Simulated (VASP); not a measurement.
# MnAs (F-43m) in VASP: notebook

The runs below take MnAs through single point, with PBE.

Everything below comes from runs of VASP 6.6.1. Logs are shortened: lines on timing, memory, paths and dates and some standing lists are left out, and cuts for length are marked.

### 1 The cell of the first run

The structure is cubic, space group F-43m (No. 216). Conventional cell: a = 5.554 Å, b = 5.554 Å, c = 5.554 Å, α = 90.00°, β = 90.00°, γ = 90.00°. Mn (site symmetry -43m) has 4 As at 2.41 Å within 3.2 Å. As (site symmetry -43m) has 4 Mn at 2.41 Å within 3.2 Å.

### 2 Single point, PBE, collinear spin, ferromagnetic start (volume scaled by 0.945)

INCAR reads:

```
SYSTEM = MnAs
PREC     = Accurate       ! precision mode
ENCUT    = 520            ! plane-wave cutoff, eV
EDIFF    = 1E-7           ! SCF threshold, eV
ISMEAR   = 0              ! smearing method
SIGMA    = 0.05           ! smearing width, eV
LREAL    = .FALSE.        ! projectors in reciprocal space
LASPH    = .TRUE.         ! aspherical terms in the spheres
NELM     = 150            ! most SCF steps
ALGO     = Normal         ! electronic algorithm
ISIF     = 2              ! what is computed and relaxed
LWAVE    = .FALSE.        ! write WAVECAR
LCHARG   = .FALSE.        ! write CHGCAR
ISPIN    = 2              ! spin polarisation
MAGMOM   = 3.72 0         ! initial moments
LORBIT   = 11             ! projections on sites
LMAXMIX  = 4              ! l up to which the mixer works
GGA      = PE             ! functional
NBANDS   = 20             ! bands
```

KPOINTS reads:

```
regular mesh
0
G
  12 12 12
  0 0 0
```

POSCAR reads:

```
MnAs
1.0
    0.0000000000      2.7770903388      2.7770903388
    2.7770903388      0.0000000000      2.7770903388
    2.7770903388      2.7770903388      0.0000000000
Mn As
1 1
Direct
    0.0000000000      0.0000000000      0.0000000000
    0.2500000000      0.2500000000      0.2500000000
```

Potentials or basis: VASP PAW PBE potentials, release 64 (Mn_pv, As).

Run with:

```sh
cat potpaw_PBE.64/Mn_pv/POTCAR potpaw_PBE.64/As/POTCAR > POTCAR
mpirun -np 1 vasp_std > vasp.out
```

OUTCAR:

```text
SYSTEM = MnAs
   PREC = Accurate
   ENCUT = 520
   EDIFF = 1E-7
   ISMEAR = 0
   LREAL = .FALSE.
   LASPH = .TRUE.
   NELM = 150
   ISIF = 2
   ISPIN = 2
   LORBIT = 11
   GGA = PE

 ion  position               nearest neighbor table
   1  0.000  0.000  0.000-   2 2.41   2 2.41   2 2.41   2 2.41
   2  0.250  0.250  0.250-   1 2.41   1 2.41   1 2.41   1 2.41

  LATTYP: Found a face centered cubic cell.
 ALAT       =     5.5541806776

  Lattice vectors:

 A1 = (   0.0000000000,   2.7770903388,   2.7770903388)
 A2 = (   2.7770903388,   0.0000000000,   2.7770903388)
 A3 = (   2.7770903388,   2.7770903388,   0.0000000000)

Analysis of symmetry for initial positions (statically):
=====================================================================
 Subroutine PRICEL returns:
 Original cell was already a primitive cell.

 Routine SETGRP: Setting up the symmetry group for a
 face centered cubic supercell.

 Subroutine GETGRP returns: Found 24 space group operations
 (whereof 24 operations were pure point group operations)
 out of a pool of 48 trial point group operations.

The static configuration has the point symmetry T_d .

Analysis of symmetry for dynamics (positions and initial velocities):
=====================================================================
 Subroutine PRICEL returns:
 Original cell was already a primitive cell.

 Routine SETGRP: Setting up the symmetry group for a
 face centered cubic supercell.

 Subroutine GETGRP returns: Found 24 space group operations
 (whereof 24 operations were pure point group operations)
 out of a pool of 48 trial point group operations.

The dynamic configuration has the point symmetry T_d .

Analysis of structural, dynamic, and magnetic symmetry:
=====================================================================
 Subroutine PRICEL returns:
 Original cell was already a primitive cell.

 Routine SETGRP: Setting up the symmetry group for a
 face centered cubic supercell.

 Subroutine GETGRP returns: Found 24 space group operations
 (whereof 24 operations were pure point group operations)
 out of a pool of 48 trial point group operations.

The overall configuration has the point symmetry T_d .

 Subroutine INISYM returns: Found 24 space group operations
 (whereof 24 operations are pure point group operations),
 and found     1 'primitive' translations

----------------------------------------------------------------------------------------

                                     Primitive cell

  volume of cell :      42.8351

  direct lattice vectors                    reciprocal lattice vectors
     0.000000000  2.777090339  2.777090339    -0.180044557  0.180044557  0.180044557
     2.777090339  0.000000000  2.777090339     0.180044557 -0.180044557  0.180044557
     2.777090339  2.777090339  0.000000000     0.180044557  0.180044557 -0.180044557

  length of vectors
     3.927398821  3.927398821  3.927398821     0.311846320  0.311846320  0.311846320

  position of ions in fractional coordinates (direct lattice)
     0.000000000  0.000000000  0.000000000
     0.250000000  0.250000000  0.250000000

  ion indices of the primitive-cell ions
   primitive index   ion index
                 1           1
                 2           2

----------------------------------------------------------------------------------------

 KPOINTS: regular mesh

Automatic generation of k-mesh.
 Grid dimensions read from file:
 generate k-points for:   12   12   12

 Generating k-lattice:

  Cartesian coordinates                     Fractional coordinates (reciprocal lattice)
    -0.015003713  0.015003713  0.015003713     0.083333333  0.000000000  0.000000000
     0.015003713 -0.015003713  0.015003713     0.000000000  0.083333333  0.000000000
     0.015003713  0.015003713 -0.015003713     0.000000000  0.000000000  0.083333333

  Length of vectors
     0.025987193  0.025987193  0.025987193

  Shift w.r.t. Gamma in fractional coordinates (k-lattice)
     0.000000000  0.000000000  0.000000000

 Subroutine IBZKPT returns following result:
 ===========================================

 Found     72 irreducible k-points:

 Following reciprocal coordinates:
            Coordinates               Weight
  0.000000  0.000000  0.000000      1.000000
  0.083333  0.000000  0.000000      8.000000
  0.166667  0.000000  0.000000      8.000000
  0.250000  0.000000  0.000000      8.000000
  0.333333  0.000000  0.000000      8.000000
  0.416667  0.000000  0.000000      8.000000
[... 16 lines left out ...]
  0.500000  0.166667  0.000000     24.000000
 -0.416667  0.166667  0.000000     24.000000
 [... further k-points ...]
   k-points           NKPTS =     72   k-points in BZ     NKDIM =     72   number of bands    NBANDS=     20
   number of dos      NEDOS =    301   number of ions     NIONS =      2
   total plane-waves  NPLWV =  27000
   dimension x,y,z NGX =    30 NGY =   30 NGZ =   30
   dimension x,y,z NGXF=    60 NGYF=   60 NGZF=   60
   ions per type =               1   1
   NGX,Y,Z   is equivalent  to a cutoff of  12.70, 12.70, 12.70 a.u.
   NGXF,Y,Z  is equivalent  to a cutoff of  25.40, 25.40, 25.40 a.u.
 SYSTEM =  MnAs
   PREC   = accura    normal or accurate (medium, high low for compatibility)
   ISTART =      0    job   : 0-new  1-cont  2-samecut
   ICHARG =      2    charge: 1-file 2-atom 10-const
   ISPIN  =      2    spin polarized calculation?
   LNONCOLLINEAR =      F non collinear calculations
   LSORBIT =      F    spin-orbit coupling
   LASPH  =      T    aspherical Exc in radial PAW
   ENCUT  =  520.0 eV  38.22 Ry    6.18 a.u.   7.30  7.30  7.30*2*pi/ulx,y,z
   NELM   =    150;   NELMIN=  2; NELMDL= -5     # of ELM steps
   EDIFF  = 0.1E-06   stopping-criterion for ELM
   LREAL  =      F    real-space projection
   EDIFFG = 0.1E-05   stopping-criterion for IOM
   NSW    =      0    number of steps for IOM
   IBRION =     -1    ionic relax: 0-MD 1-quasi-New 2-CG
   NFREE  =      0    steps in history (QN), initial steepest desc. (CG)
   ISIF   =      2    stress and relaxation
   ISYM   =      2    0-nonsym 1-usesym 2-fastsym
   POTIM  = 0.5000    time-step for ionic-motion
   TEBEG  =    0.0;   TEEND  =   0.0 temperature during run
   PSTRESS=    0.0 pullay stress
   NELECT =      18.0000    total number of electrons
   NUPDOWN=      -1.0000    fix difference up-down
   EMIN   =  10.00;   EMAX   =-10.00  energy-range for DOS
   EFERMI =   0.00;   METHOD = LEGACY
   ISMEAR =     0;   SIGMA  =   0.05  broadening in eV -4-tet -1-fermi 0-gaus
   EFERMI_NEDOS =   21; number of points for ismear=-14 and -15
   IALGO  =     38    algorithm
   IMIX   =      4    mixing-type and parameters
     AMIX     =   0.40;   BMIX     =  1.00
     AMIX_MAG =   1.60;   BMIX_MAG =  1.00
  volume/ion in A,a.u.               =      21.42       144.53
  Fermi-wavevector in a.u.,A,eV,Ry     =   1.226212  2.317205 20.457673  1.503597
  Thomas-Fermi vector in A             =   2.361221
   LORBIT       =     11    0 simple, 1 ext, 2 COOP (PROOUT), +10 PAW based schemes
   GGA     = PE    functional components
   LHFCALC =     F    Hartree Fock is set to
   AEXX    =    0.0000 exact exchange contribution
   IVDW    =     0    specifies the selected vdW correction
   LEPSILON=     F    determine dielectric tensor
   LRPA    =     F    only Hartree local field effects (RPA)
 spin polarized calculation
 Gauss-broadening in eV      SIGMA  =   0.05
  energy-cutoff  :      520.00
  volume of cell :       42.84
 maximum number of plane-waves:      1179
 NGX is ok and might be reduce to    30
   NGX = 15   NGY = 15   NGZ = 15

 number of electron      17.9999994 magnetization       3.4766946

 Free energy of the ion-electron system (eV)
  ---------------------------------------------------
  ext. energy  EPLUGINS =         0.00000000
  ---------------------------------------------------
  free energy    TOTEN  =       -13.29221521 eV

  energy without entropy =      -13.28973628  energy(sigma->0) =      -13.29097574

 E-fermi :   4.2841     XC(G=0):  -9.8445

 val. band max:        4.2718729067   @ k =  -0.3333   0.3333   0.1667
 cond. band min:       4.2899197176   @ k =   0.4167   0.2500   0.0000
 fundamental gap:      0.0180468109
 Fermi energy:         4.2840530504

 spin component 1

 k-point     1 :       0.0000    0.0000    0.0000
  band No.  band energies     occupation
      1     -45.7636      1.00000
      2     -45.7636      1.00000
      3     -45.7636      1.00000
      4      -7.5744      1.00000
      5       0.5098      1.00000
      6       0.5098      1.00000
[... 12 lines left out ...]
     19      16.7103      0.00000
     20      17.1167      0.00000

 k-point     2 :       0.0833    0.0000    0.0000
  band No.  band energies     occupation
      1     -45.7639      1.00000
      2     -45.7637      1.00000
      3     -45.7636      1.00000
      4      -7.5095      1.00000
      5       0.4489      1.00000
      6       0.5294      1.00000
[... 12 lines left out ...]
     19      16.2145      0.00000
     20      17.2794      0.00000
[... 465 lines left out ...]
      3     -45.7647      1.00000
      4      -6.2884      1.00000
      5      -0.2788      1.00000
      6       0.6075      1.00000
[... 12 lines left out ...]
     19      18.3730      0.00000
     20      20.3029      0.00000

 k-point    24 :      -0.4167    0.1667    0.0000
  band No.  band energies     occupation
      1     -45.7681      1.00000
      2     -45.7652      1.00000
      3     -45.7646      1.00000
      4      -6.2613      1.00000
      5      -0.2382      1.00000
      6       0.5435      1.00000
[... 12 lines left out ...]
     19      17.7186      0.00000
     20      21.0146      0.00000

 [... further k-points ...]

 spin component 2

 k-point     1 :       0.0000    0.0000    0.0000
  band No.  band energies     occupation
      1     -42.1404      1.00000
      2     -42.1404      1.00000
      3     -42.1404      1.00000
      4      -7.5684      1.00000
      5       2.1059      1.00000
      6       2.1059      1.00000
[... 12 lines left out ...]
     19      17.3069      0.00000
     20      17.5923      0.00000

 k-point     2 :       0.0833    0.0000    0.0000
  band No.  band energies     occupation
      1     -42.1409      1.00000
      2     -42.1405      1.00000
      3     -42.1405      1.00000
      4      -7.5067      1.00000
      5       1.9459      1.00000
      6       2.1234      1.00000
[... 12 lines left out ...]
     19      16.6350      0.00000
     20      17.9087      0.00000
[... 465 lines left out ...]
      3     -42.1419      1.00000
      4      -6.3543      1.00000
      5       0.1285      1.00000
      6       1.9219      1.00000
[... 12 lines left out ...]
     19      18.8389      0.00000
     20      20.7549      0.00000

 k-point    24 :      -0.4167    0.1667    0.0000
  band No.  band energies     occupation
      1     -42.1465      1.00000
      2     -42.1426      1.00000
      3     -42.1418      1.00000
      4      -6.3288      1.00000
      5       0.1143      1.00000
      6       1.8313      1.00000
[... 12 lines left out ...]
     19      18.2843      0.00000
     20      21.4075      0.00000

 [... further k-points ...]

------------------------ aborting loop because EDIFF is reached ----------------------------------------

  FORCE on cell =-STRESS in cart. coord.  units (eV):
  Direction    XX          YY          ZZ          XY          YZ          ZX
  --------------------------------------------------------------------------------------
  -------------------------------------------------------------------------------------
  Total        0.7192066      0.7192066      0.7192066      0.0000000      0.0000000     -0.0000000
  in kB       26.9007395     26.9007395     26.9007395      0.0000000      0.0000000     -0.0000000
  external PRESSURE =      26.9007395 kB  Pullay stress =       0.0000000 kB

 VOLUME and BASIS-vectors are now :
 -----------------------------------------------------------------------------
  energy-cutoff  :      520.00
  volume of cell :       42.84
      direct lattice vectors                 reciprocal lattice vectors
     0.000000000  2.777090339  2.777090339    -0.180044557  0.180044557  0.180044557
     2.777090339  0.000000000  2.777090339     0.180044557 -0.180044557  0.180044557
     2.777090339  2.777090339  0.000000000     0.180044557  0.180044557 -0.180044557

 POSITION                                       TOTAL-FORCE (eV/Angst)
 -----------------------------------------------------------------------------------
      0.00000      0.00000      0.00000         0.000000      0.000000      0.000000
      1.38855      1.38855      1.38855        -0.000000     -0.000000     -0.000000
 -----------------------------------------------------------------------------------
    total drift:                               -0.000000     -0.000000     -0.000000

  FREE ENERGIE OF THE ION-ELECTRON SYSTEM (eV)
  ---------------------------------------------------
  free  energy   TOTEN  =       -13.2922152067 eV

  energy  without entropy=      -13.2897362792  energy(sigma->0) =      -13.29097574

 total charge

# of ion       s       p       d       tot
------------------------------------------
    1        0.334   6.238   5.006  11.578
    2        1.228   1.588   0.041   2.857
--------------------------------------------------
tot          1.562   7.827   5.048  14.436

 magnetization (x)

# of ion       s       p       d       tot
------------------------------------------
    1        0.055   0.035   3.356   3.447
    2       -0.003  -0.177   0.019  -0.160
--------------------------------------------------
tot          0.052  -0.141   3.375   3.286
```

Wall time 1.8 min (1 thread of Intel Xeon 6975P-C, shared host); peak memory 0.25 GiB.

Results:

| Property | Result |
| --- | --- |
| Free energy | -13.2922 eV |
| Pressure | 2.7 GPa |
| Net moment | 3.48 μB per cell |
| Site moments | Mn +3.45; As -0.16 μB |
| Valence electrons inside the program's atomic spheres | Mn 11.58; As 2.86 |

Caveat: a cell with one magnetic atom can't hold antiferromagnetic order, which such compounds often take.

### 3 Single point, PBE, collinear spin, ferromagnetic start (volume scaled by 0.960)

INCAR reads:

```
PREC = Accurate ; ENCUT = 520
EDIFF = 1E-7 ; ISMEAR = 0
SIGMA = 0.05 ; LREAL = False
LASPH = True ; NELM = 150
ALGO = Normal ; ISIF = 2
LWAVE = False ; LCHARG = False
ISPIN = 2 ; MAGMOM = 3.81 0
LORBIT = 11 ; LMAXMIX = 4
GGA = PE ; NBANDS = 20
```

KPOINTS reads:

```
Automatic mesh
0
Gamma
  12 12 12
```

POSCAR reads:

```
MnAs
1.0
    0.0000000000      2.7917068729      2.7917068729
    2.7917068729      0.0000000000      2.7917068729
    2.7917068729      2.7917068729      0.0000000000
Mn As
1 1
Direct
    0.0000000000      0.0000000000      0.0000000000
    0.2500000000      0.2500000000      0.2500000000
```

Potentials or basis: VASP PAW PBE potentials, release 64 (Mn_pv, As).

Run with:

```sh
cat potpaw_PBE.64/Mn_pv/POTCAR potpaw_PBE.64/As/POTCAR > POTCAR
mpirun -np 1 vasp_std > vasp.out
```

Wall time 2.1 min (1 thread of Intel Xeon 6975P-C, shared host); peak memory 0.25 GiB.

It converged, with:

```
Free energy                                           : -13.3025 eV
Pressure                                              : 2.1 GPa
Net moment                                            : 3.57 μB per cell
Site moments                                          : Mn +3.52; As -0.16 μB
Valence electrons inside the program's atomic spheres : Mn 11.56; As 2.85
```

Levels at points of the mesh, in eV from the Fermi level:
Spin up:
```
           k point  band 8  band 9  band 10  band 11  band 12  band 13  band 14  band 15
(0.00, 0.00, 0.00)   -2.69   -2.69     2.86     2.86     2.86     3.36     6.67     6.67
(0.50, 0.00, 0.00)   -2.54   -2.54    -2.15     1.30     1.30     4.49     7.23     7.23
(0.50, 0.50, 0.00)   -2.54   -2.50    -1.96    -0.81    -0.81     3.73     5.04    12.87
```
Spin down:
| k point | band 5 | band 6 | band 7 | band 8 | band 9 | band 10 |
| --- | --- | --- | --- | --- | --- | --- |
| (0.00, 0.00, 0.00) | -2.13 | -2.13 | -2.13 | 0.79 | 0.79 | 3.83 |
| (0.50, 0.00, 0.00) | -4.39 | -1.93 | -1.93 | 0.71 | 0.86 | 0.86 |
| (0.50, 0.50, 0.00) | -4.25 | -1.83 | -1.83 | -0.22 | 0.96 | 1.14 |

Caveat: a cell with one magnetic atom can't hold antiferromagnetic order, which such compounds often take.
